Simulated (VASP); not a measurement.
Here is a VASP 6.6.1 calculation.

The input INCAR:

```
AGGAC    = 1.0          
AGGAX    = 1.0          
ALDAC    = 0.0          
ALDAX    = 1.0          
ALGO     = Normal         # electronic algorithm
EDIFF    = 1E-6           # SCF threshold, eV
ENCUT    = 520            # plane-wave cutoff, eV
GGA      = B5             # functional
ISIF     = 2              # what is computed and relaxed
ISMEAR   = -1             # smearing method
IVDW     = 12             # dispersion correction
LASPH    = True           # aspherical terms in the spheres
LCHARG   = False          # write CHGCAR
LREAL    = False          # projectors in reciprocal space
LWAVE    = False          # write WAVECAR
NBANDS   = 32             # bands
NELM     = 80             # most SCF steps
PREC     = Accurate       # precision mode
SIGMA    = 0.05           # smearing width, eV
VDW_A1   = 0.4298       
VDW_A2   = 4.2359       
VDW_S6   = 1.0          
VDW_S8   = 2.6996
```

The input KPOINTS:

```
k-points
0
Gamma
  7 7 7
```

Contents of POSCAR:

```
Bi2Te3
1.0
    2.2043600482      1.2726878672     10.0464475172
   -2.2043600482      1.2726878672     10.0464475172
    0.0000000000     -2.5453757345     10.0464475172
Bi Te
2 3
Direct
    0.5993747268      0.5993747268      0.5993747268
    0.4006252732      0.4006252732      0.4006252732
    0.7913821546      0.7913821546      0.7913821546
    0.2086178454      0.2086178454      0.2086178454
    0.0000000000      0.0000000000      0.0000000000
```

Potentials or basis: VASP PAW PBE potentials, release 64 (Bi_d, Te).

Launch:

```console
$ cat potpaw_PBE.64/Bi_d/POTCAR potpaw_PBE.64/Te/POTCAR > POTCAR
$ mpirun -np 1 vasp_std > vasp.out
```

(1) What does it give for the band gap on the k mesh?

(2) What does it give for the largest force?

(3) Predict the dispersion energy per atom.

(4) Estimate the pressure.

Results:

(1) 0.26 eV.

(2) 0.033 eV/Å.

(3) -1.061 eV.

(4) 0.2 GPa.

Caveat: the dispersion term is far too large for a dense solid, which distorts pressure and volume; the PAW data sets were made with another functional, which shifts forces and pressure a little; spin-orbit coupling is left out, which moves the levels of the heavy elements.

**The experiment to reproduce.**

From “Vacancy and Antisite-Induced Ferromagnetism in Liquid-Phase Exfoliated Bi2Te3”, 2024, arxiv:2412.10539, for a bulk crystal of Bi2Te3: band gap 0.17 eV.

A measured gap of Bi2Te3 is 0.17 eV (quoted in “Vacancy and Antisite-Induced Ferromagnetism in Liquid-Phase Exfoliated Bi2Te3”, 2024, arxiv:2412.10539); the calculated 0.26 eV misses it by +0.09 eV. Spin-orbit coupling on Bi, Te is left out. The value is that of BLYP+D3(BJ) on a finite k mesh, which can miss the band edges, without temperature or zero-point motion.
